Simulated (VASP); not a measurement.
In: relaxation of cell and atoms with PBE

The system is In.

```
In
1.0
     9.19196    0.00000    0.00000
    -4.59598    7.96047    0.00000
     0.00000    0.00000    3.72633
In
8
Direct
  0.81428 0.18572 0.50000
  0.81428 0.62857 0.50000
  0.37143 0.18572 0.50000
  0.18572 0.81428 0.50000
  0.18572 0.37143 0.50000
  0.62857 0.81428 0.50000
  0.33333 0.66667 0.00000
  0.66667 0.33333 0.00000
```

The cell was generated, and may not be a known phase.

```yaml
Program: VASP 6.6.1
Task: relaxation of cell and atoms
Functional: PBE
Potentials_or_basis: VASP PAW PBE potentials, release 64 (In_d)
Cutoff: 600 eV
k_mesh: 3 × 3 × 6
Occupations: gaussian, width 0.1 eV
Spin: no spin polarisation
Dipole_correction: no
Further_INCAR_settings: ALGO = Fast; EDIFF = 1e-06; IBRION = 2; EDIFFG = -0.04; NSW = 90; ISIF = 3
```

```json
{"Relaxed volume": "33.12 Å³/atom", "Relaxed cell": "a = 9.613 Å, b = 9.613 Å, c = 3.311 Å, α = 90.00°, β = 90.00°, γ = 120.00°", "Space group after relaxing (to 0.1 Å)": "P6/mmm (No. 191)", "Energy gained by relaxing": "64.7 meV/atom", "Ionic steps": "10", "Pressure after relaxing": "0.1 GPa", "Largest force after relaxing": "0.009 eV/Å", "Band gap on the k mesh": "zero (bands 52 and 53 overlap by 1.56 eV)"}
```

Forces in eV/Å, atoms in the order of the input:
```
In  -0.008  0.005  0.000
In   0.000 -0.009  0.000
In   0.008  0.005  0.000
In   0.008 -0.005  0.000
In   0.000  0.009  0.000
In  -0.008 -0.005  0.000
In   0.000  0.000  0.000
In   0.000  0.000  0.000
```

Step by step:
```csv
step,energy change (eV),largest force (eV/Å),pressure (GPa),volume (Å³)
1,0.0000,0.3495,-0.10,272.66
2,-0.1903,0.3467,-0.38,271.70
3,-0.4779,0.2516,0.09,267.18
4,-0.4771,0.2292,0.18,266.01
5,-0.4820,0.2414,0.10,266.57
6,-0.5076,0.1189,-0.15,267.77
7,-0.5147,0.0170,-0.32,268.81
8,-0.5173,0.0139,0.29,264.15
9,-0.5181,0.0003,-0.30,265.69
10,-0.5179,0.0094,0.08,264.95
```

Final structure:
```yaml
crystal:
  lattice:
    - [9.61300, 0.00000, 0.00000]
    - [-4.80650, 8.32511, 0.00000]
    - [0.00000, 0.00000, 3.31064]
  atoms:
    - { symbol: In, position: [0.82172, 0.17828, 0.50000] }
    - { symbol: In, position: [0.82172, 0.64345, 0.50000] }
    - { symbol: In, position: [0.35655, 0.17828, 0.50000] }
    - { symbol: In, position: [0.17828, 0.82172, 0.50000] }
    - { symbol: In, position: [0.17828, 0.35655, 0.50000] }
    - { symbol: In, position: [0.64345, 0.82172, 0.50000] }
    - { symbol: In, position: [0.33333, 0.66667, 0.00000] }
    - { symbol: In, position: [0.66667, 0.33333, 0.00000] }
```

Levels at points of the mesh, in eV from the Fermi level:
| k point | band 49 | band 50 | band 51 | band 52 | band 53 | band 54 | band 55 | band 56 |
| --- | --- | --- | --- | --- | --- | --- | --- | --- |
| (0.00, 0.00, 0.00) | -1.24 | -1.04 | -0.46 | 0.14 | 0.14 | 0.69 | 0.69 | 1.51 |
| (0.00, 0.00, 0.50) | -1.87 | -1.81 | -1.81 | -1.04 | -1.04 | -0.23 | 1.04 | 2.22 |

It took 65 min on 1 thread of Oxide Virtual Turin-like Processor, with other jobs on the host, peak memory 0.54 GiB.

Caveat: spin-orbit coupling is left out, which moves the levels of the heavy elements.
